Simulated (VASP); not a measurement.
# Cd2S (P3m1) in VASP: further runs

Cd2S is run at these levels: PBE+D3(BJ), PBE+D4; tasks: single point.

All numbers are computed with VASP 6.6.1; they aren't measurements. Logs are shortened: lines on timing, memory, paths and dates and some standing lists are left out, and cuts for length are marked.

## 1. The cell of the first run

It takes space group P3m1 (No. 156, trigonal). The conventional cell has a = 3.849 Å, b = 3.849 Å, c = 5.788 Å, α = 90.00°, β = 90.00°, γ = 120.00°. Within 3.4 Å of Cd (site symmetry 3m) lie 2 S at 2.48 to 3.31 Å and 3 Cd at 3.02 Å. Within 3.4 Å of Cd (site symmetry 3m) lie 3 S at 2.56 Å and 3 Cd at 3.02 Å. Within 3.4 Å of S (site symmetry 3m) lie 5 Cd at 2.48 to 3.31 Å.

## 2. Single point, PBE+D3(BJ)

Input file INCAR:

```
PREC = Accurate
ENCUT = 520
EDIFF = 1E-6
ISMEAR = -1
SIGMA = 0.05
LREAL = F
LASPH = T
NELM = 100
ALGO = Normal
ISIF = 2
LWAVE = F
LCHARG = F
GGA = PE
IVDW = 12
NBANDS = 22
```

Input file KPOINTS:

```
regular mesh
0
Gamma
  8 8 5
```

Input file POSCAR:

```
Cd2S
1.0
    3.8493018018      0.0000000000      0.0000000000
   -1.9246509009      3.3335931472      0.0000000000
    0.0000000000      0.0000000000      5.7875036277
Cd S
2 1
Direct
    0.3333333333      0.6666666667      0.9340988645
    0.6666666667      0.3333333333      0.5812916951
    0.3333333333      0.6666666667      0.3617664403
```

Potentials or basis: VASP PAW PBE potentials, release 64 (Cd, S).

Run with:

```bash
> cat potpaw_PBE.64/Cd/POTCAR potpaw_PBE.64/S/POTCAR > POTCAR
> mpirun -np 1 vasp_std > vasp.out
```

OUTCAR:

```text
PREC = Accurate
   ENCUT = 520
   EDIFF = 1E-6
   ISMEAR = -1
   LREAL = F
   LASPH = T
   NELM = 100
   ISIF = 2
   GGA = PE
   IVDW = 12
 IVDW          = 12

 ion  position               nearest neighbor table
   1  0.333  0.667  0.934-   3 2.48   2 3.02   2 3.02   2 3.02
   2  0.667  0.333  0.581-   3 2.56   3 2.56   3 2.56   1 3.02   1 3.02   1 3.02
   3  0.333  0.667  0.362-   1 2.48   2 2.56   2 2.56   2 2.56

  LATTYP: Found a hexagonal cell.
 ALAT       =     3.8493018018
 C/A-ratio  =     1.5035203592

  Lattice vectors:

 A1 = (   3.8493018018,   0.0000000000,   0.0000000000)
 A2 = (  -1.9246509009,   3.3335931472,   0.0000000000)
 A3 = (   0.0000000000,   0.0000000000,   5.7875036277)

Analysis of symmetry for initial positions (statically):
=====================================================================
 Subroutine PRICEL returns:
 Original cell was already a primitive cell.

 Routine SETGRP: Setting up the symmetry group for a
 hexagonal supercell.

 Subroutine GETGRP returns: Found  6 space group operations
 (whereof  6 operations were pure point group operations)
 out of a pool of 24 trial point group operations.

The static configuration has the point symmetry C_3v.

Analysis of symmetry for dynamics (positions and initial velocities):
=====================================================================
 Subroutine PRICEL returns:
 Original cell was already a primitive cell.

 Routine SETGRP: Setting up the symmetry group for a
 hexagonal supercell.

 Subroutine GETGRP returns: Found  6 space group operations
 (whereof  6 operations were pure point group operations)
 out of a pool of 24 trial point group operations.

The dynamic configuration has the point symmetry C_3v.

 Subroutine INISYM returns: Found  6 space group operations
 (whereof  6 operations are pure point group operations),
 and found     1 'primitive' translations

----------------------------------------------------------------------------------------

                                     Primitive cell

  volume of cell :      74.2653

  direct lattice vectors                    reciprocal lattice vectors
     3.849301802  0.000000000  0.000000000     0.259787372  0.149988309  0.000000000
    -1.924650901  3.333593147  0.000000000     0.000000000  0.299976619  0.000000000
     0.000000000  0.000000000  5.787503628     0.000000000  0.000000000  0.172786069

  length of vectors
     3.849301802  3.849301802  5.787503628     0.299976619  0.299976619  0.172786069

  position of ions in fractional coordinates (direct lattice)
     0.333333333  0.666666667  0.934098865
     0.666666667  0.333333333  0.581291695
     0.333333333  0.666666667  0.361766440

  ion indices of the primitive-cell ions
   primitive index   ion index
                 1           1
                 2           2
                 3           3

----------------------------------------------------------------------------------------

 KPOINTS: regular mesh

Automatic generation of k-mesh.
 Grid dimensions read from file:
 generate k-points for:    8    8    5

 Generating k-lattice:

  Cartesian coordinates                     Fractional coordinates (reciprocal lattice)
     0.032473422  0.018748539  0.000000000     0.125000000 -0.000000000  0.000000000
     0.000000000  0.037497077  0.000000000     0.000000000  0.125000000  0.000000000
     0.000000000  0.000000000  0.034557214     0.000000000  0.000000000  0.200000000

  Length of vectors
     0.037497077  0.037497077  0.034557214

  Shift w.r.t. Gamma in fractional coordinates (k-lattice)
     0.000000000  0.000000000  0.000000000

 Subroutine IBZKPT returns following result:
 ===========================================

 Found     40 irreducible k-points:

 Following reciprocal coordinates:
            Coordinates               Weight
  0.000000  0.000000  0.000000      1.000000
  0.125000 -0.000000  0.000000      6.000000
  0.250000 -0.000000  0.000000      6.000000
  0.375000  0.000000  0.000000      6.000000
  0.500000 -0.000000  0.000000      3.000000
  0.125000  0.125000  0.000000      6.000000
[... 16 lines left out ...]
 -0.125000  0.500000  0.200000     12.000000
  0.250000  0.250000  0.200000     12.000000
 [... further k-points ...]
   k-points           NKPTS =     40   k-points in BZ     NKDIM =     40   number of bands    NBANDS=     22
   number of dos      NEDOS =    301   number of ions     NIONS =      3
   total plane-waves  NPLWV =  43200
   dimension x,y,z NGX =    30 NGY =   30 NGZ =   48
   dimension x,y,z NGXF=    60 NGYF=   60 NGZF=   96
   ions per type =               2   1
   NGX,Y,Z   is equivalent  to a cutoff of  12.96, 12.96, 13.79 a.u.
   NGXF,Y,Z  is equivalent  to a cutoff of  25.91, 25.91, 27.58 a.u.
 SYSTEM =  unknown system
   PREC   = accura    normal or accurate (medium, high low for compatibility)
   ISTART =      0    job   : 0-new  1-cont  2-samecut
   ICHARG =      2    charge: 1-file 2-atom 10-const
   ISPIN  =      1    spin polarized calculation?
   LNONCOLLINEAR =      F non collinear calculations
   LSORBIT =      F    spin-orbit coupling
   LASPH  =      T    aspherical Exc in radial PAW
   ENCUT  =  520.0 eV  38.22 Ry    6.18 a.u.   7.16  7.16 10.76*2*pi/ulx,y,z
   NELM   =    100;   NELMIN=  2; NELMDL= -5     # of ELM steps
   EDIFF  = 0.1E-05   stopping-criterion for ELM
   LREAL  =      F    real-space projection
[... 7 lines left out ...]
   TEBEG  =    0.0;   TEEND  =   0.0 temperature during run
   PSTRESS=    0.0 pullay stress
   NELECT =      30.0000    total number of electrons
   NUPDOWN=      -1.0000    fix difference up-down
   EMIN   =  10.00;   EMAX   =-10.00  energy-range for DOS
   EFERMI =   0.00;   METHOD = LEGACY
   ISMEAR =    -1;   SIGMA  =   0.05  broadening in eV -4-tet -1-fermi 0-gaus
   EFERMI_NEDOS =   21; number of points for ismear=-14 and -15
   IALGO  =     38    algorithm
   IMIX   =      4    mixing-type and parameters
     AMIX     =   0.40;   BMIX     =  1.00
     AMIX_MAG =   1.60;   BMIX_MAG =  1.00
  volume/ion in A,a.u.               =      24.76       167.06
  Fermi-wavevector in a.u.,A,eV,Ry     =   1.210189  2.286926 19.926523  1.464558
  Thomas-Fermi vector in A             =   2.345744
   LORBIT       =      0    0 simple, 1 ext, 2 COOP (PROOUT), +10 PAW based schemes
   GGA     = PE    functional components
   LHFCALC =     F    Hartree Fock is set to
   AEXX    =    0.0000 exact exchange contribution
   IVDW    =    12    specifies the selected vdW correction
   LEPSILON=     F    determine dielectric tensor
   LRPA    =     F    only Hartree local field effects (RPA)
 non-spin polarized calculation
  energy-cutoff  :      520.00
  volume of cell :       74.27
 maximum number of plane-waves:      2025
 NGX is ok and might be reduce to    30
   NGX = 15   NGY = 15   NGZ = 21

 number of electron      30.0000011 magnetization

 Free energy of the ion-electron system (eV)
  ---------------------------------------------------
  ext. energy  EPLUGINS =         0.00000000
  ---------------------------------------------------
  free energy    TOTEN  =        -6.20112518 eV

  energy without entropy =       -6.19903206  energy(sigma->0) =       -6.20007862

 E-fermi :   1.8421     XC(G=0):  -9.5984

 val. band max:        1.7286506402   @ k =   0.3750   0.2500   0.2000
 cond. band min:       1.9153623447   @ k =   0.5000  -0.0000   0.2000
 fundamental gap:      0.1867117045
 Fermi energy:         1.8421179680

 k-point     1 :       0.0000    0.0000    0.0000
  band No.  band energies     occupation
      1     -11.0925      2.00000
      2      -6.7260      2.00000
      3      -6.7260      2.00000
      4      -6.6257      2.00000
      5      -6.6257      2.00000
      6      -6.5802      2.00000
[... 14 lines left out ...]
     21      10.5439      0.00000
     22      12.1761      0.00000

 k-point     2 :       0.1250   -0.0000    0.0000
  band No.  band energies     occupation
      1     -11.0306      2.00000
      2      -6.7407      2.00000
      3      -6.7234      2.00000
      4      -6.6278      2.00000
      5      -6.5874      2.00000
      6      -6.5250      2.00000
[... 14 lines left out ...]
     21      10.5135      0.00000
     22      11.6666      0.00000

 k-point     3 :       0.2500   -0.0000    0.0000
  band No.  band energies     occupation
      1     -10.8789      2.00000
      2      -6.7561      2.00000
      3      -6.7279      2.00000
      4      -6.6304      2.00000
      5      -6.4905      2.00000
      6      -6.4730      2.00000
[... 14 lines left out ...]
     21      10.3308      0.00000
     22      10.6584      0.00000

 k-point     4 :       0.3750    0.0000    0.0000
  band No.  band energies     occupation
      1     -10.7246      2.00000
      2      -6.7493      2.00000
      3      -6.7442      2.00000
      4      -6.6481      2.00000
      5      -6.4738      2.00000
      6      -6.3794      2.00000
[... 14 lines left out ...]
     21       9.9387      0.00000
     22      10.6943      0.00000

 k-point     5 :       0.5000   -0.0000    0.0000
  band No.  band energies     occupation
      1     -10.6602      2.00000
      2      -6.7533      2.00000
      3      -6.7289      2.00000
      4      -6.6746      2.00000
      5      -6.4744      2.00000
      6      -6.3916      2.00000
[... 417 lines left out ...]
 k-point    22 :       0.3750    0.1250    0.2000
  band No.  band energies     occupation
      1     -10.6270      2.00000
      2      -6.7974      2.00000
      3      -6.7573      2.00000
      4      -6.6205      2.00000
      5      -6.5659      2.00000
      6      -6.3781      2.00000
[... 14 lines left out ...]
     21       9.8510      0.00000
     22      11.2184      0.00000

 k-point    23 :      -0.1250    0.5000    0.2000
  band No.  band energies     occupation
      1     -10.6268      2.00000
      2      -6.7884      2.00000
      3      -6.7559      2.00000
      4      -6.6329      2.00000
      5      -6.5608      2.00000
      6      -6.3654      2.00000
[... 14 lines left out ...]
     21       9.8360      0.00000
     22      11.3114      0.00000

 k-point    24 :       0.2500    0.2500    0.2000
  band No.  band energies     occupation
      1     -10.6279      2.00000
      2      -6.8068      2.00000
      3      -6.7468      2.00000
      4      -6.5933      2.00000
      5      -6.5586      2.00000
      6      -6.4164      2.00000
[... 14 lines left out ...]
     21       9.6110      0.00000
     22      10.4799      0.00000

 [... further k-points ...]

------------------------ aborting loop because EDIFF is reached ----------------------------------------

 Edisp (eV)   -1.00364

 E8    (eV) :    -0.4233

  FORCE on cell =-STRESS in cart. coord.  units (eV):
  Direction    XX          YY          ZZ          XY          YZ          ZX
  --------------------------------------------------------------------------------------
  -------------------------------------------------------------------------------------
  Total       0.12782     0.12782     0.18876     0.00000     0.00000     0.00000
  in kB       2.75750     2.75750     4.07215     0.00000     0.00000     0.00000
  external pressure =        3.20 kB  Pullay stress =        0.00 kB

 VOLUME and BASIS-vectors are now :
 -----------------------------------------------------------------------------
  energy-cutoff  :      520.00
  volume of cell :       74.27
      direct lattice vectors                 reciprocal lattice vectors
     3.849301802  0.000000000  0.000000000     0.259787372  0.149988309  0.000000000
    -1.924650901  3.333593147  0.000000000     0.000000000  0.299976619  0.000000000
     0.000000000  0.000000000  5.787503628     0.000000000  0.000000000  0.172786069

 POSITION                                       TOTAL-FORCE (eV/Angst)
 -----------------------------------------------------------------------------------
     -0.00000      2.22240      5.40610        -0.000000      0.000000     -0.020863
      1.92465      1.11120      3.36423        -0.000000     -0.000000      0.022708
     -0.00000      2.22240      2.09372         0.000000      0.000000     -0.001845
 -----------------------------------------------------------------------------------
    total drift:                                0.000000     -0.000000     -0.000031

  FREE ENERGIE OF THE ION-ELECTRON SYSTEM (eV)
  ---------------------------------------------------
  free  energy   TOTEN  =        -7.2047621183 eV

  energy  without entropy=       -7.2026689973  energy(sigma->0) =       -7.20371556
```

Run time: 91 s. Hardware: 1 thread of Intel Xeon 8259CL, shared host; peak memory 0.23 GiB.

What came out:

```
Free energy                : -7.2048 eV
Pressure                   : 0.3 GPa
Largest force              : 0.023 eV/Å
Band gap on the k mesh     : 0.19 eV (least direct gap 0.59 eV)
Dispersion energy per atom : -0.335 eV
```

Forces in eV/Å, atoms in the order of the input:
```
Cd   0.000  0.000 -0.021
Cd   0.000  0.000  0.023
S    0.000  0.000 -0.002
```

Caveat: semilocal functionals underestimate gaps, and a narrow one can read as zero. A k mesh can miss the band edges.

## 3. Single point, PBE+D3(BJ)

This run uses another cell than the first one, of 24.93 Å³/atom.

Input file INCAR:

```
SYSTEM = Cd2S
  PREC = Accurate
  ENCUT = 520
  EDIFF = 1E-6
  ISMEAR = -1
  SIGMA = 0.05
  LREAL = .FALSE.
  LASPH = .TRUE.
  NELM = 100
  ALGO = Normal
  ISIF = 2
  LWAVE = .FALSE.
  LCHARG = .FALSE.
  GGA = PE
  IVDW = 12
  NBANDS = 22
```

Input file KPOINTS:

```
regular mesh
0
G
  8 8 5
  0 0 0
```

Input file POSCAR:

```
Cd2S
1.0
    3.8612644064      0.0000000000      0.0000000000
   -1.9306322032      3.3439530667      0.0000000000
    0.0000000000      0.0000000000      5.7914263835
Cd S
2 1
Direct
    0.3333333333      0.6666666667      0.9341377051
    0.6666666667      0.3333333333      0.5807750673
    0.3333333333      0.6666666667      0.3622442277
```

Potentials or basis: VASP PAW PBE potentials, release 64 (Cd, S).

Run with:

```bash
> cat potpaw_PBE.64/Cd/POTCAR potpaw_PBE.64/S/POTCAR > POTCAR
> mpirun -np 1 vasp_std > vasp.out
```

Run time: 1.7 min. Hardware: 1 thread of Intel Xeon 8259CL, shared host; peak memory 0.23 GiB.

It converged, with:

```yaml
Free_energy: -7.2052 eV
Pressure: 0.1 GPa
Largest_force: 0.023 eV/Å
Band_gap_on_the_k_mesh: 0.19 eV (least direct gap 0.59 eV)
Dispersion_energy_per_atom: -0.332 eV
```

Forces in eV/Å, atoms in the order of the input:
```
Cd   0.000  0.000 -0.021
Cd   0.000  0.000  0.023
S    0.000  0.000 -0.002
```

Stress tensor (GPa, compression positive):
```
0.01 0.00 0.00
0.00 0.01 0.00
0.00 0.00 0.14
```

Levels at points of the mesh, in eV from the valence-band top:
| k point | band 13 | band 14 | band 15 | band 16 | band 17 | band 18 |
| --- | --- | --- | --- | --- | --- | --- |
| (0.00, 0.00, 0.00) | -3.88 | -0.55 | -0.55 | 3.60 | 5.17 | 7.18 |
| (0.50, 0.00, 0.00) | -3.04 | -1.49 | -1.20 | 0.52 | 3.21 | 4.94 |

Caveat: three body term missing; semilocal functionals underestimate gaps, and a narrow one can read as zero.

## 4. Single point, PBE+D4

This run uses another cell than the first one, of 24.83 Å³/atom.

Input file INCAR:

```
PREC     = Accurate       # precision mode
ENCUT    = 520            # plane-wave cutoff, eV
EDIFF    = 1E-7           # SCF threshold, eV
ISMEAR   = -1             # smearing method
SIGMA    = 0.05           # smearing width, eV
LREAL    = F              # projectors in reciprocal space
LASPH    = T              # aspherical terms in the spheres
NELM     = 100            # most SCF steps
ALGO     = Normal         # electronic algorithm
ISIF     = 2              # what is computed and relaxed
LWAVE    = F              # write WAVECAR
LCHARG   = F              # write CHGCAR
GGA      = PE             # functional
IVDW     = 13             # dispersion correction
NBANDS   = 22             # bands
```

Input file KPOINTS:

```
Automatic mesh
0
Gamma
  8 8 5
```

Input file POSCAR:

```
Cd2S
1.0
    3.8540138259      0.0000000000      0.0000000000
   -1.9270069130      3.3376738798      0.0000000000
    0.0000000000      0.0000000000      5.7906427960
Cd S
2 1
Direct
    0.3333333333      0.6666666667      0.9342243835
    0.6666666667      0.3333333333      0.5809780268
    0.3333333333      0.6666666667      0.3619545897
```

Run with:

```bash
> cat potpaw_PBE.64/Cd/POTCAR potpaw_PBE.64/S/POTCAR > POTCAR
> mpirun -np 1 vasp_std > vasp.out
```

Run time: 2 min. Hardware: 1 thread of Intel Xeon 8259CL, shared host; peak memory 0.22 GiB.

Results (log left out):

```
Free energy                : -7.1965 eV
Pressure                   : 0.3 GPa
Largest force              : 0.023 eV/Å
Band gap on the k mesh     : 0.19 eV (least direct gap 0.59 eV)
Dispersion energy per atom : -0.331 eV
```

Forces on the atoms (eV/Å):
```
Cd   0.000  0.000 -0.021
Cd   0.000  0.000  0.023
S    0.000  0.000 -0.003
```

Stress tensor (GPa, compression positive):
```
0.27 0.00 0.00
0.00 0.27 0.00
0.00 0.00 0.41
```

Levels at points of the mesh, in eV from the valence-band top:
```
           k point  band 13  band 14  band 15  band 16  band 17  band 18
(0.00, 0.00, 0.00)    -3.89    -0.54    -0.54     3.63     5.18     7.21
(0.50, 0.00, 0.00)    -3.04    -1.49    -1.19     0.51     3.21     4.95
```

Caveat: semilocal functionals underestimate gaps, and a narrow one can read as zero. A k mesh can miss the band edges.

## 5. The runs side by side

```csv
level,cell,gap on the mesh (eV),pressure (GPa),largest force (eV/Å)
PBE+D3(BJ),"a = 3.849, b = 3.849, c = 5.788 Å, angles 90.0, 90.0, 120.0°, 3 atoms, atomic positions A",0.19,0.3,0.02
PBE+D3(BJ),"a = 3.861, b = 3.861, c = 5.791 Å, angles 90.0, 90.0, 120.0°, 3 atoms, atomic positions B",0.19,0.1,0.02
PBE+D4,"a = 3.854, b = 3.854, c = 5.791 Å, angles 90.0, 90.0, 120.0°, 3 atoms, atomic positions C",0.19,0.3,0.02
```

Alike in all rows: task single point; potentials or basis VASP PAW PBE potentials, release 64 (Cd, S); no spin polarisation; k mesh 8 × 8 × 5; cutoff (eV) 520; smearing fermi-dirac 0.05 eV.

Caveats: semilocal functionals underestimate gaps, and a narrow one can read as zero; three body term missing (at least some runs).

Total energies depend on the potentials used, so only differences within one code and one set of settings carry meaning.
